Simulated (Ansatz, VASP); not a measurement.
CaBr: VASP beside Ansatz

```
Ca Br
1.0
     4.17179    0.00000    0.00000
    -2.08590    3.61288    0.00000
     0.00000    0.00000    9.00920
Ca Br
2 2
Direct
  0.33333 0.66667 0.33017
  0.66667 0.33333 0.83017
  0.33333 0.66667 0.04483
  0.66667 0.33333 0.54483
```

Alike in both runs: task single point; functional PBE; k mesh 12 × 12 × 6; occupations gaussian, width 0.1 eV; no spin polarisation.

|  | VASP | Ansatz |
| --- | --- | --- |
| version | VASP 6.6.1 | Ansatz 0.2.0 |
| potentials or method | VASP PAW PBE potentials, release 64 (Ca_sv, Br), cutoff 520 eV | scalar-relativistic, plane waves, PAW |
| valence electrons in the cell | 34 | 34 |

|  | VASP | Ansatz | Ansatz less VASP |
| --- | --- | --- | --- |
| gap on the k mesh at the Fermi level (eV) | none | none | - |
| pressure (GPa) | 3.1 | 3.0 | -0.08 |
| traceless stress, the component that is largest in VASP (GPa) | 6.43 | 6.31 | -0.122 |
| rms of the force components (eV/Å) | 0.741 | 0.728 | -0.0126 |

Atom by atom the forces differ by 0.013 eV/Å (rms over components). A gap of «none» marks a metal or a gap that the smearing closes.
